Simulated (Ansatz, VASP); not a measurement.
# One calculation of CaCd3N, two programs

```
Ca Cd N
1.0
     4.50524    0.00000    0.00000
     0.00000    4.50524    0.00000
     0.00000    0.00000    4.50524
Ca Cd N
1 3 1
Direct
  0.50000 0.50000 0.50000
  0.00000 0.50000 0.50000
  0.50000 0.00000 0.50000
  0.50000 0.50000 0.00000
  0.00000 0.00000 0.00000
```

Change from the starting cell: species swapped into the TiPbO3 type (Pm-3m, No. 221).

Alike in both runs: task single point; functional PBE; k mesh 4 × 4 × 4; occupations gaussian, width 0.1 eV; collinear spin.

```csv
,VASP,Ansatz
version,VASP 6.6.1,Ansatz 0.2.0
potentials or method,"VASP PAW PBE potentials, release 64 (Ca_sv, Cd, N), cutoff 600 eV","scalar-relativistic, plane waves, PAW"
valence electrons in the cell,51,75
```

VASP gave:

- gap on the k mesh at the Fermi level (eV): none
- net moment per atom (μB): 0.22
- size of the moment on the site where the two differ most (μB): 0.84

Task: Which values does Ansatz return?

Result: gap on the k mesh at the Fermi level (eV): none; net moment per atom (μB): 0.23; size of the moment on the site where the two differ most (μB): 1.19.

Site moments also hang on the region over which each program counts them. A gap of «none» marks a metal or a gap that the smearing closes. VASP's potentials hold 51 valence electrons a cell and Ansatz's 75, so a difference there can come from the potentials and not from the codes.
